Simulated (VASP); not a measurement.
System: Te2Mo, a slab with vacuum.

```xyz
3
Lattice="3.5602 0.0000 0.0000 -1.7801 3.0833 0.0000 0.0000 0.0000 17.5241" Properties=species:S:1:pos:R:3 pbc="T T T"
Te    0.0000    2.0555    1.7900
Te    0.0000    2.0555   15.7341
Mo    0.0000    0.0000    0.0000
```

Base run:

```yaml
Program: VASP 6.6.1
Functional: r2SCAN
Potentials_or_basis: VASP PAW PBE potentials, release 64 (Te, Mo_sv)
Cutoff: 520 eV
k_mesh: 9 × 9 × 2
Occupations: fermi-dirac, width 0.05 eV
Spin: no spin polarisation
```

Its results: band gap on the k mesh 1.13 eV; largest force 0.019 eV/Å.

The run is repeated on the same cell with these changes: functional from r2SCAN to PBE; further incar settings from ALGO = Normal; EDIFF = 1e-06; NBANDS = 20 to ALGO = Normal; EDIFF = 1e-07; NBANDS = 20. What comes out?

Band gap on the k mesh 1.05 eV; largest force 0.231 eV/Å.

Caveats: spin-orbit coupling is left out, which moves the levels of the heavy elements; the PAW data sets were made with another functional, which shifts forces and pressure a little (at least some runs).

A k mesh can miss the band edges.
